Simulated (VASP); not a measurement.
**Ba: single point with LDA**

The system is Ba.

```
Ba
1.0
     0.00000    3.23267    3.23267
     3.23267    0.00000    3.23267
     3.23267    3.23267    0.00000
Ba
1
Direct
  0.00000 0.00000 0.00000
```

```yaml
Program: VASP 6.6.1
Task: single point
Functional: LDA
Potentials_or_basis: VASP PAW LDA potentials, release 64 (Ba_sv)
Cutoff: 520 eV
k_mesh: 7 × 7 × 7
Occupations: fermi-dirac, width 0.01 eV
Spin: collinear spin, ferromagnetic start
Starting_moments: "[0.55] μB"
```

| Quantity | Value |
| --- | --- |
| Pressure | -1.5 GPa |
| Net moment | 0.08 μB per cell |
| Site moments | Ba +0.02 μB |
| Valence electrons inside the program's atomic spheres | Ba 7.87 |

Levels at points of the mesh, in eV from the Fermi level:
Spin up:
```
           k point  band 1  band 2  band 3  band 4  band 5  band 6  band 7  band 8  band 9  band 10
(0.00, 0.00, 0.00)  -28.95  -13.96  -13.96  -13.96   -2.77    1.64    1.64    1.64    3.07     3.07
```
Spin down:
```
           k point  band 3  band 4  band 5  band 6  band 7  band 8
(0.00, 0.00, 0.00)  -13.94  -13.94   -2.72    1.67    1.67    1.67
```

Wall time 15 s on 1 thread of Intel(R) Xeon(R) 6975P-C (Granite Rapids) (shared host), peak memory 0.19 GiB.

Caveat: spin-orbit coupling is left out, which moves the levels of the heavy elements.
